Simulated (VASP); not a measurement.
Input of a VASP 6.6.1 run:

Contents of POSCAR:

```
SbW
1.0
    0.0000000000      3.0745519414      3.0745519414
    3.0745519414      0.0000000000      3.0745519414
    3.0745519414      3.0745519414      0.0000000000
W Sb
1 1
Direct
    0.0000000000      0.0000000000      0.0000000000
    0.2500000000      0.2500000000      0.2500000000
```

Contents of INCAR.step1:

```
SYSTEM = SbW
PREC = Accurate ; ENCUT = 520
ISMEAR = 0 ; SIGMA = 0.05
LREAL = .False. ; LASPH = .True.
NELM = 60 ; NBANDS = 16
GGA = PE ; ALGO = Normal
EDIFF = 1E-4 ; LWAVE = .True.
LCHARG = .False.
```

Contents of INCAR.step2:

```
SYSTEM = SbW
PREC = Accurate ; ENCUT = 520
EDIFF = 1E-6 ; ISMEAR = 0
SIGMA = 0.05 ; LREAL = .False.
LASPH = .True. ; NELM = 60
ALGO = Normal ; ISIF = 2
LWAVE = .False. ; LCHARG = .False.
METAGGA = R2SCAN ; LMIXTAU = .True.
NBANDS = 16 ; ISTART = 1
```

KPOINTS

```
Automatic mesh
0
Gamma
  10 10 10
  0 0 0
```

Potentials or basis: VASP PAW PBE potentials, release 64 (W_sv, Sb).

The run is started by

```bash
$ cat potpaw_PBE.64/W_sv/POTCAR potpaw_PBE.64/Sb/POTCAR > POTCAR
$ cp INCAR.step1 INCAR
$ mpirun -np 1 vasp_std > vasp.out
$ cp INCAR.step2 INCAR
$ mpirun -np 1 vasp_std > vasp.out
```

Predict the pressure.

-1.7 GPa.

Estimate the band gap on the k mesh.

zero (an odd number of electrons rules out a gap without spin polarisation).

Caveat: the PAW data sets were made with another functional, which shifts forces and pressure a little; spin-orbit coupling is left out, which moves the levels of the heavy elements.
